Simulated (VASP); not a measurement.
Here is a VASP 6.6.1 calculation.

File INCAR:

```
PREC = Accurate
ENCUT = 600
EDIFF = 1E-6
ISMEAR = 0
SIGMA = 0.1
LREAL = False
LASPH = True
NELM = 150
ALGO = Fast
ISIF = 3
LWAVE = False
LCHARG = False
ISPIN = 2
MAGMOM = 0.83
LORBIT = 11
LMAXMIX = 4
GGA = PE
IBRION = 2
NSW = 80
EDIFFG = -0.05
```

The input KPOINTS:

```
regular mesh
0
Gamma
  10 10 10
```

Contents of POSCAR:

```
Ni
1.0
   -1.5388234271      1.5385510785      2.1685840146
    1.5388234271     -1.5385510785      2.1685840146
    1.5388234271      1.5385510785     -2.1685840146
Ni
1
Direct
    0.5000000000      0.5000000000      0.0000000000
```

Potentials or basis: VASP PAW PBE potentials, release 64 (Ni).

Command:

```sh
$ cat potpaw_PBE.64/Ni/POTCAR > POTCAR
$ mpirun -np 1 vasp_std > vasp.out
```

Question: What does it give for the net moment?

Answer: -0.72 μB per cell.

Question: Estimate the relaxed cell.

Answer: a = 2.488 Å, b = 2.488 Å, c = 2.488 Å, α = 119.94°, β = 119.95°, γ = 90.09°.

Final structure:
```
CELL_PARAMETERS angstrom
-1.24502 1.24498 1.75779
1.24502 -1.24498 1.75779
1.24502 1.24498 -1.75779
ATOMIC_POSITIONS crystal
Ni 0.50000 0.50000 0.00000
```
